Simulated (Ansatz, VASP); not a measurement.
**AlRu4: VASP beside Ansatz**

```xyz
5
Lattice="-3.0269 3.0269 1.9006 3.0269 -3.0269 1.9006 3.0269 3.0269 -1.9006" Properties=species:S:1:pos:R:3 pbc="T T T"
Al    0.0000    0.0000    0.0000
Ru    1.1787    2.4203    0.0000
Ru    1.8482    0.6066    1.9006
Ru    3.6336    1.1787    0.0000
Ru   -0.6066    1.8482    1.9006
```

Alike in both runs: functional PBE; k mesh 10 × 10 × 10; occupations gaussian, width 0.1 eV; no spin polarisation.

Ansatz relaxed the structure, and its values are those at the end. VASP's run is a single point on that final structure, the one shown.

```csv
,VASP,Ansatz
version,VASP 6.6.1,Ansatz 0.2.0
potentials or method,"VASP PAW PBE potentials, release 64 (Al, Ru_pv), cutoff 520 eV","scalar-relativistic, plane waves, PAW"
valence electrons in the cell,59,67
```

Ansatz gave:

```
gap on the k mesh at the Fermi level (eV) : none
pressure (GPa)                            : 0.0
```

Q: Estimate VASP's values.

A: gap on the k mesh at the Fermi level (eV): none; pressure (GPa): -0.1.

A gap of «none» marks a metal or a gap that the smearing closes. The functional is the same, so the differences come from potentials, cutoffs and numerics. VASP's potentials hold 59 valence electrons a cell and Ansatz's 67, so a difference there can come from the potentials and not from the codes.
